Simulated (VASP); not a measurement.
# Sc (Fm-3m) in VASP: a series of runs

Runs on Sc. Level: PBE. Tasks: single point.

Program: VASP 6.6.1. These are calculated values, not measurements. Logs are shortened: lines on timing, memory, paths and dates and some standing lists are left out, and cuts for length are marked.

## Step 1: The cell of the first run

Symmetry: Fm-3m, No. 225, cubic system. The conventional cell has a = 4.067 Å, b = 4.067 Å, c = 4.067 Å, α = 90.00°, β = 90.00°, γ = 90.00°. Sc (site symmetry m-3m) has 12 Sc at 2.88 Å within 3.8 Å.

This isn't the form of Sc at room conditions, which is hcp.

## Step 2: Single point, PBE (16.82 Å³/atom)

Input file INCAR:

```
SYSTEM = Sc
PREC = Accurate ; ENCUT = 520
EDIFF = 1E-7 ; ISMEAR = -1
SIGMA = 0.08 ; LREAL = .False.
LASPH = .True. ; NELM = 100
ALGO = Normal ; ISIF = 2
LWAVE = .False. ; LCHARG = .False.
GGA = PE ; NBANDS = 12
```

Input file KPOINTS:

```
Automatic mesh
0
Gamma
  16 16 16
  0 0 0
```

Input file POSCAR:

```
Sc
1.0
    0.0000000000      2.0335635918      2.0335635918
    2.0335635918      0.0000000000      2.0335635918
    2.0335635918      2.0335635918      0.0000000000
Sc
1
Direct
    0.0000000000      0.0000000000      0.0000000000
```

Potentials or basis: VASP PAW PBE potentials, release 64 (Sc_sv).

Command:

```console
$ cat potpaw_PBE.64/Sc_sv/POTCAR > POTCAR
$ mpirun -np 1 vasp_std > vasp.out
```

OUTCAR:

```text
SYSTEM = Sc
   PREC = Accurate
   ENCUT = 520
   EDIFF = 1E-7
   ISMEAR = -1
   LREAL = .False.
   LASPH = .True.
   NELM = 100
   ISIF = 2
   GGA = PE

 ion  position               nearest neighbor table
   1  0.000  0.000  0.000-

  LATTYP: Found a face centered cubic cell.
 ALAT       =     4.0671271836

  Lattice vectors:

 A1 = (   0.0000000000,   2.0335635918,   2.0335635918)
 A2 = (   2.0335635918,   0.0000000000,   2.0335635918)
 A3 = (   2.0335635918,   2.0335635918,   0.0000000000)

Analysis of symmetry for initial positions (statically):
=====================================================================
 Subroutine PRICEL returns:
 Original cell was already a primitive cell.

 Routine SETGRP: Setting up the symmetry group for a
 face centered cubic supercell.

 Subroutine GETGRP returns: Found 48 space group operations
 (whereof 48 operations were pure point group operations)
 out of a pool of 48 trial point group operations.

The static configuration has the point symmetry O_h .

Analysis of symmetry for dynamics (positions and initial velocities):
=====================================================================
 Subroutine PRICEL returns:
 Original cell was already a primitive cell.

 Routine SETGRP: Setting up the symmetry group for a
 face centered cubic supercell.

 Subroutine GETGRP returns: Found 48 space group operations
 (whereof 48 operations were pure point group operations)
 out of a pool of 48 trial point group operations.

The dynamic configuration has the point symmetry O_h .

 Subroutine INISYM returns: Found 48 space group operations
 (whereof 48 operations are pure point group operations),
 and found     1 'primitive' translations

----------------------------------------------------------------------------------------

                                     Primitive cell

  volume of cell :      16.8191

  direct lattice vectors                    reciprocal lattice vectors
     0.000000000  2.033563592  2.033563592    -0.245873796  0.245873796  0.245873796
     2.033563592  0.000000000  2.033563592     0.245873796 -0.245873796  0.245873796
     2.033563592  2.033563592  0.000000000     0.245873796  0.245873796 -0.245873796

  length of vectors
     2.875893211  2.875893211  2.875893211     0.425865907  0.425865907  0.425865907

  position of ions in fractional coordinates (direct lattice)
     0.000000000  0.000000000  0.000000000

  ion indices of the primitive-cell ions
   primitive index   ion index
                 1           1

----------------------------------------------------------------------------------------

 KPOINTS: Automatic mesh

Automatic generation of k-mesh.
 Grid dimensions read from file:
 generate k-points for:   16   16   16

 Generating k-lattice:

  Cartesian coordinates                     Fractional coordinates (reciprocal lattice)
    -0.015367112  0.015367112  0.015367112     0.062500000  0.000000000  0.000000000
     0.015367112 -0.015367112  0.015367112     0.000000000  0.062500000  0.000000000
     0.015367112  0.015367112 -0.015367112     0.000000000  0.000000000  0.062500000

  Length of vectors
     0.026616619  0.026616619  0.026616619

  Shift w.r.t. Gamma in fractional coordinates (k-lattice)
     0.000000000  0.000000000  0.000000000

 Subroutine IBZKPT returns following result:
 ===========================================

 Found    145 irreducible k-points:

 Following reciprocal coordinates:
            Coordinates               Weight
  0.000000  0.000000  0.000000      1.000000
  0.062500  0.000000  0.000000      8.000000
  0.125000  0.000000  0.000000      8.000000
  0.187500  0.000000  0.000000      8.000000
  0.250000  0.000000  0.000000      8.000000
  0.312500  0.000000  0.000000      8.000000
[... 16 lines left out ...]
 -0.125000  0.062500  0.000000     24.000000
 -0.062500  0.062500  0.000000     12.000000
 [... further k-points ...]
   k-points           NKPTS =    145   k-points in BZ     NKDIM =    145   number of bands    NBANDS=     12
   number of dos      NEDOS =    301   number of ions     NIONS =      1
   total plane-waves  NPLWV =  13824
   dimension x,y,z NGX =    24 NGY =   24 NGZ =   24
   dimension x,y,z NGXF=    48 NGYF=   48 NGZF=   48
   ions per type =               1
   NGX,Y,Z   is equivalent  to a cutoff of  13.87, 13.87, 13.87 a.u.
   NGXF,Y,Z  is equivalent  to a cutoff of  27.75, 27.75, 27.75 a.u.
 SYSTEM =  Sc
   PREC   = accura    normal or accurate (medium, high low for compatibility)
   ISTART =      0    job   : 0-new  1-cont  2-samecut
   ICHARG =      2    charge: 1-file 2-atom 10-const
   ISPIN  =      1    spin polarized calculation?
   LNONCOLLINEAR =      F non collinear calculations
   LSORBIT =      F    spin-orbit coupling
   LASPH  =      T    aspherical Exc in radial PAW
   ENCUT  =  520.0 eV  38.22 Ry    6.18 a.u.   5.35  5.35  5.35*2*pi/ulx,y,z
   NELM   =    100;   NELMIN=  2; NELMDL= -5     # of ELM steps
   EDIFF  = 0.1E-06   stopping-criterion for ELM
   LREAL  =      F    real-space projection
   EDIFFG = 0.1E-05   stopping-criterion for IOM
   NSW    =      0    number of steps for IOM
   IBRION =     -1    ionic relax: 0-MD 1-quasi-New 2-CG
   NFREE  =      0    steps in history (QN), initial steepest desc. (CG)
   ISIF   =      2    stress and relaxation
   ISYM   =      2    0-nonsym 1-usesym 2-fastsym
   POTIM  = 0.5000    time-step for ionic-motion
   TEBEG  =    0.0;   TEEND  =   0.0 temperature during run
   PSTRESS=    0.0 pullay stress
   NELECT =      11.0000    total number of electrons
   NUPDOWN=      -1.0000    fix difference up-down
   EMIN   =  10.00;   EMAX   =-10.00  energy-range for DOS
   EFERMI =   0.00;   METHOD = LEGACY
   ISMEAR =    -1;   SIGMA  =   0.08  broadening in eV -4-tet -1-fermi 0-gaus
   EFERMI_NEDOS =   21; number of points for ismear=-14 and -15
   IALGO  =     38    algorithm
   IMIX   =      4    mixing-type and parameters
     AMIX     =   0.40;   BMIX     =  1.00
     AMIX_MAG =   1.60;   BMIX_MAG =  1.00
  volume/ion in A,a.u.               =      16.82       113.50
  Fermi-wavevector in a.u.,A,eV,Ry     =   1.421035  2.685366 27.474778  2.019339
  Thomas-Fermi vector in A             =   2.541887
   LORBIT       =      0    0 simple, 1 ext, 2 COOP (PROOUT), +10 PAW based schemes
   GGA     = PE    functional components
   LHFCALC =     F    Hartree Fock is set to
   AEXX    =    0.0000 exact exchange contribution
   IVDW    =     0    specifies the selected vdW correction
   LEPSILON=     F    determine dielectric tensor
   LRPA    =     F    only Hartree local field effects (RPA)
 non-spin polarized calculation
  energy-cutoff  :      520.00
  volume of cell :       16.82
 maximum number of plane-waves:       469
 NGX is ok and might be reduce to    24
   NGX = 11   NGY = 11   NGZ = 11

 number of electron      11.0000002 magnetization

 Free energy of the ion-electron system (eV)
  ---------------------------------------------------
  ext. energy  EPLUGINS =         0.00000000
  ---------------------------------------------------
  free energy    TOTEN  =        -5.54195680 eV

  energy without entropy =       -5.51849500  energy(sigma->0) =       -5.53022590

 E-fermi :   6.3026     XC(G=0): -11.5283

 val. band max:        6.3013544925   @ k =  -0.3125   0.4375   0.1875
 cond. band min:       6.3033865888   @ k =  -0.2500   0.3125   0.1250
 fundamental gap:      0.0020320963
 Fermi energy:         6.3026393983

 k-point     1 :       0.0000    0.0000    0.0000
  band No.  band energies     occupation
      1     -42.2847      2.00000
      2     -20.2346      2.00000
      3     -20.2346      2.00000
      4     -20.2346      2.00000
      5       0.7072      2.00000
      6       8.3497      0.00000
      7       8.3497      0.00000
      8       8.3497      0.00000
      9      10.5916      0.00000
     10      10.5916      0.00000
     11      21.1089      0.00000
     12      26.1795      0.00000

 k-point     2 :       0.0625    0.0000    0.0000
  band No.  band energies     occupation
      1     -42.2743      2.00000
      2     -20.2894      2.00000
      3     -20.2409      2.00000
      4     -20.2409      2.00000
      5       0.8522      2.00000
      6       8.2311      0.00000
      7       8.4093      0.00000
      8       8.4093      0.00000
      9      10.5421      0.00000
     10      10.5421      0.00000
     11      21.3279      0.00000
     12      25.1613      0.00000

 k-point     3 :       0.1250    0.0000    0.0000
  band No.  band energies     occupation
      1     -42.2444      2.00000
      2     -20.4435      2.00000
      3     -20.2585      2.00000
      4     -20.2585      2.00000
      5       1.2687      2.00000
      6       7.9231      0.00000
      7       8.5564      0.00000
      8       8.5564      0.00000
      9      10.4389      0.00000
     10      10.4389      0.00000
     11      21.8759      0.00000
     12      23.5079      0.00000
[... 286 lines left out ...]
 k-point    23 :      -0.1250    0.0625    0.0000
  band No.  band energies     occupation
      1     -42.2225      2.00000
      2     -20.5342      2.00000
      3     -20.3071      2.00000
      4     -20.2561      2.00000
      5       1.5774      2.00000
      6       7.7034      0.00000
      7       8.6384      0.00000
      8       8.6778      0.00000
      9      10.1392      0.00000
     10      10.6353      0.00000
     11      22.2203      0.00000
     12      22.9191      0.00000

 k-point    24 :      -0.0625    0.0625    0.0000
  band No.  band energies     occupation
      1     -42.2574      2.00000
      2     -20.3661      2.00000
      3     -20.2707      2.00000
      4     -20.2422      2.00000
      5       1.0877      2.00000
      6       8.0380      0.00000
      7       8.4984      0.00000
      8       8.5161      0.00000
      9      10.3497      0.00000
     10      10.5930      0.00000
     11      21.6606      0.00000
     12      24.2840      0.00000

 [... further k-points ...]

------------------------ aborting loop because EDIFF is reached ----------------------------------------

  FORCE on cell =-STRESS in cart. coord.  units (eV):
  Direction    XX          YY          ZZ          XY          YZ          ZX
  --------------------------------------------------------------------------------------
  -------------------------------------------------------------------------------------
  Total        3.7455079      3.7455079      3.7455079     -0.0000000     -0.0000000      0.0000000
  in kB      356.7944042    356.7944042    356.7944042     -0.0000000     -0.0000000      0.0000000
  external PRESSURE =     356.7944042 kB  Pullay stress =       0.0000000 kB

 VOLUME and BASIS-vectors are now :
 -----------------------------------------------------------------------------
  energy-cutoff  :      520.00
  volume of cell :       16.82
      direct lattice vectors                 reciprocal lattice vectors
     0.000000000  2.033563592  2.033563592    -0.245873796  0.245873796  0.245873796
     2.033563592  0.000000000  2.033563592     0.245873796 -0.245873796  0.245873796
     2.033563592  2.033563592  0.000000000     0.245873796  0.245873796 -0.245873796

 POSITION                                       TOTAL-FORCE (eV/Angst)
 -----------------------------------------------------------------------------------
      0.00000      0.00000      0.00000         0.000000      0.000000      0.000000
 -----------------------------------------------------------------------------------
    total drift:                                0.000000     -0.000000     -0.000000

  FREE ENERGIE OF THE ION-ELECTRON SYSTEM (eV)
  ---------------------------------------------------
  free  energy   TOTEN  =        -5.5419567979 eV

  energy  without entropy=       -5.5184949983  energy(sigma->0) =       -5.53022590
```

Run time: 9.9 s. Hardware: 1 thread of Intel Xeon 6975P-C (Granite Rapids), shared host; peak memory 0.15 GiB.

Results:

```
Free energy            : -5.5420 eV
Pressure               : 35.7 GPa
Band gap on the k mesh : zero (an odd number of electrons rules out a gap without spin polarisation)
```

Levels at points of the mesh, in eV from the Fermi level:
```csv
k point,band 3,band 4,band 5,band 6,band 7,band 8
"(0.00, 0.00, 0.00)",-26.54,-26.54,-5.60,2.05,2.05,2.05
"(0.50, 0.00, 0.00)",-26.70,-26.70,-2.23,1.52,1.83,1.83
"(0.50, 0.50, 0.00)",-26.99,-26.99,-2.53,-1.38,3.97,5.77
```

Caveat: the cell stands under pressure.

## Step 3: Single point, PBE (19.29 Å³/atom)

This run uses another cell than the first one, of 19.29 Å³/atom.

Input file INCAR:

```
PREC = Accurate ; ENCUT = 520
EDIFF = 1E-6 ; ISMEAR = -1
SIGMA = 0.08 ; LREAL = F
LASPH = T ; NELM = 100
ALGO = Normal ; ISIF = 2
LWAVE = F ; LCHARG = F
GGA = PE ; NBANDS = 12
```

Input file KPOINTS:

```
Automatic mesh
0
Gamma
  16 16 16
```

Input file POSCAR:

```
Sc
1.0
    0.0000000000      2.1287254602      2.1287254602
    2.1287254602      0.0000000000      2.1287254602
    2.1287254602      2.1287254602      0.0000000000
Sc
1
Direct
    0.0000000000      0.0000000000      0.0000000000
```

Potentials or basis: VASP PAW PBE potentials, release 64 (Sc_sv).

Command:

```console
$ cat potpaw_PBE.64/Sc_sv/POTCAR > POTCAR
$ mpirun -np 1 vasp_std > vasp.out
```

Run time: 8.9 s. Hardware: 1 thread of Intel Xeon 6975P-C (Granite Rapids), shared host; peak memory 0.16 GiB.

Results (log left out):

```yaml
Free_energy: -5.9524 eV
Pressure: 18.7 GPa
Band_gap_on_the_k_mesh: zero (an odd number of electrons rules out a gap without spin polarisation)
```

Levels at points of the mesh, in eV from the Fermi level:
```
           k point  band 3  band 4  band 5  band 6  band 7  band 8
(0.00, 0.00, 0.00)  -27.03  -27.03   -5.56    1.89    1.89    1.89
(0.50, 0.00, 0.00)  -27.14  -27.14   -2.06    0.88    1.72    1.72
(0.50, 0.50, 0.00)  -27.33  -27.33   -2.12   -1.06    3.03    5.02
```

Caveat: the cell stands under pressure.

## Step 4: Single point, PBE (21.77 Å³/atom)

This run uses another cell than the first one, of 21.77 Å³/atom.

Input file INCAR:

```
PREC = Accurate ; ENCUT = 520
EDIFF = 1E-7 ; ISMEAR = -1
SIGMA = 0.08 ; LREAL = False
LASPH = True ; NELM = 80
ALGO = Normal ; ISIF = 2
LWAVE = False ; LCHARG = False
GGA = PE ; NBANDS = 12
```

KPOINTS is that of step 3.

Input file POSCAR:

```
Sc
1.0
    0.0000000000      2.2160642329      2.2160642329
    2.2160642329      0.0000000000      2.2160642329
    2.2160642329      2.2160642329      0.0000000000
Sc
1
Direct
    0.0000000000      0.0000000000      0.0000000000
```

Command:

```console
$ cat potpaw_PBE.64/Sc_sv/POTCAR > POTCAR
$ mpirun -np 1 vasp_std > vasp.out
```

Wall time 10 s (1 thread of Intel Xeon 6975P-C (Granite Rapids), shared host); peak memory 0.16 GiB.

It converged, with:

| Property | Result |
| --- | --- |
| Free energy | -6.1530 eV |
| Pressure | 8.0 GPa |
| Band gap on the k mesh | zero (an odd number of electrons rules out a gap without spin polarisation) |

Levels at points of the mesh, in eV from the Fermi level:
```
           k point  band 1  band 2  band 3  band 4  band 5  band 6  band 7  band 8  band 9  band 10
(0.00, 0.00, 0.00)  -49.12  -27.44  -27.44  -27.44   -5.41    1.74    1.74    1.74    3.37     3.37
(0.50, 0.00, 0.00)  -49.01  -28.04  -27.52  -27.52   -1.92    0.49    1.61    1.61    4.42     4.42
(0.50, 0.50, 0.00)  -48.98  -28.00  -27.65  -27.65   -1.80   -0.82    2.40    4.42    4.70     4.70
```

Caveat: the cell stands under pressure.

(Continued in part 2 of 2.)
